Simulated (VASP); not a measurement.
MgO (CsCl type):

```
CELL_PARAMETERS angstrom
2.78104 0.00000 0.00000
0.00000 2.78104 0.00000
0.00000 0.00000 2.78104
ATOMIC_POSITIONS crystal
Mg 0.00000 0.00000 0.00000
O 0.50000 0.50000 0.50000
```

* Program: VASP 6.6.1
* Task: relaxation of cell and atoms
* Functional: PBE
* Potentials or basis: VASP PAW PBE potentials, release 64 (Mg, O)
* Cutoff: 600 eV
* k mesh: 15 × 15 × 15
* Occupations: fermi-dirac, width 0.08 eV
* Spin: no spin polarisation

At the start: pressure -14.8 GPa; volume 10.75 Å³/atom.

Question: How do energy, volume and symmetry change on relaxing?

Answer: Over 3 steps the energy falls by 73.9 meV/atom and the volume is 9.34 Å³/atom (-13.2 %); space group Pm-3m (No. 221, to 0.05 Å).

Step by step:
| step | energy change (eV) | largest force (eV/Å) | pressure (GPa) | volume (Å³) |
| --- | --- | --- | --- | --- |
| 1 | 0.0000 | 0.0000 | -14.82 | 21.51 |
| 2 | -0.1475 | 0.0000 | 0.96 | 18.56 |
| 3 | -0.1478 | 0.0000 | 0.02 | 18.68 |

Final structure:
```xyz
2
Lattice="2.6533 0.0000 0.0000 0.0000 2.6533 0.0000 0.0000 0.0000 2.6533" Properties=species:S:1:pos:R:3 pbc="T T T"
Mg    0.0000    0.0000    0.0000
O     1.3267    1.3267    1.3267
```
